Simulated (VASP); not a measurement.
SmNb:

```
CELL_PARAMETERS angstrom
0.00000 2.80741 2.80741
2.80741 0.00000 2.80741
2.80741 2.80741 0.00000
ATOMIC_POSITIONS crystal
Sm 0.00000 0.00000 0.00000
Nb 0.50000 0.50000 0.50000
```

The cell was built from a structure type or drawn by symmetry, and may not be a known phase.

| Quantity | Value |
| --- | --- |
| Program | VASP 6.6.1 |
| Task | relaxation of cell and atoms |
| Functional | PBE |
| Potentials or basis | VASP PAW PBE potentials, release 64 (Sm_3, Nb_sv), 4f in core |
| Cutoff | 500 eV |
| k mesh | 6 × 6 × 6 |
| Occupations | gaussian, width 0.2 eV |
| Spin | no spin polarisation |

At the start: pressure 12.9 GPa; volume 22.13 Å³/atom.

Where does the relaxation end?

Over 3 steps the energy falls by 149.5 meV/atom and the volume is 26.41 Å³/atom (+19.4 %); space group Fm-3m (No. 225, to 0.1 Å) before and after.

The path:
```csv
step,energy change (eV),largest force (eV/Å),pressure (GPa),volume (Å³)
1,0.0000,0.0000,12.85,44.25
2,-0.2630,0.0000,-3.08,56.62
3,-0.2990,0.0000,0.19,52.83
```

Final structure:
```cif
data_structure
_symmetry_space_group_name_H-M 'P 1'
_symmetry_Int_Tables_number 1
_cell_length_a 4.2118
_cell_length_b 4.2118
_cell_length_c 4.2118
_cell_angle_alpha 60.000
_cell_angle_beta 60.000
_cell_angle_gamma 60.000
_cell_volume 52.83
loop_
_atom_site_label
_atom_site_type_symbol
_atom_site_fract_x
_atom_site_fract_y
_atom_site_fract_z
_atom_site_occupancy
Sm1 Sm 0.00000 0.00000 0.00000 1
Nb1 Nb 0.50000 0.50000 0.50000 1
```

Caveat: the volume moved by over 15 % at a fixed basis, so the end points are rough.
